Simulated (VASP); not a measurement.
Write the native input for VASP 6.6.1 that does the following.

```
Task                   : single point
Functional             : PBEsol
Potentials or basis    : VASP PAW PBE potentials, release 64 (Hg)
Cutoff                 : 520 eV
k mesh                 : 9 × 9 × 5
Occupations            : fermi-dirac, width 0.05 eV
Spin                   : no spin polarisation
Dipole correction      : no
Further INCAR settings : ALGO = Fast; EDIFF = 1e-07; NBANDS = 19
```

The structure of Hg lies in POSCAR:

```
Hg
1.0
    3.0823819626      0.0000000000      0.0000000000
   -1.5411909813      2.6694210838      0.0000000000
    0.0000000000      0.0000000000      5.1580959617
Hg
2
Direct
    0.3333333333      0.6666666667      0.2500000000
    0.6666666667      0.3333333333      0.7500000000
```

These files were run (other wordings do the same):

INCAR

```
PREC = Accurate ; ENCUT = 520
EDIFF = 1E-7 ; ISMEAR = -1
SIGMA = 0.05 ; LREAL = False
LASPH = True ; NELM = 100
ALGO = Fast ; ISIF = 2
LWAVE = False ; LCHARG = True
GGA = PS ; LELF = True
LVHAR = True ; NBANDS = 19
```

KPOINTS

```
Automatic mesh
0
Gamma
  9 9 5
```

Potentials or basis: VASP PAW PBE potentials, release 64 (Hg).

The run is started by

```console
$ cat potpaw_PBE.64/Hg/POTCAR > POTCAR
$ mpirun -np 1 vasp_std > vasp.out
```

It gave:

```
Pressure               : 5.6 GPa
Band gap on the k mesh : zero (bands 12 and 13 overlap by 1.86 eV)
```

Caveat: the cell stands under pressure; the PAW data sets were made with another functional, which shifts forces and pressure a little; spin-orbit coupling is left out, which moves the levels of the heavy elements.

It took 15 s on 1 thread of AMD EPYC 9R45 96-Core Processor (Zen 5), with other jobs on the host, peak memory 0.14 GiB.
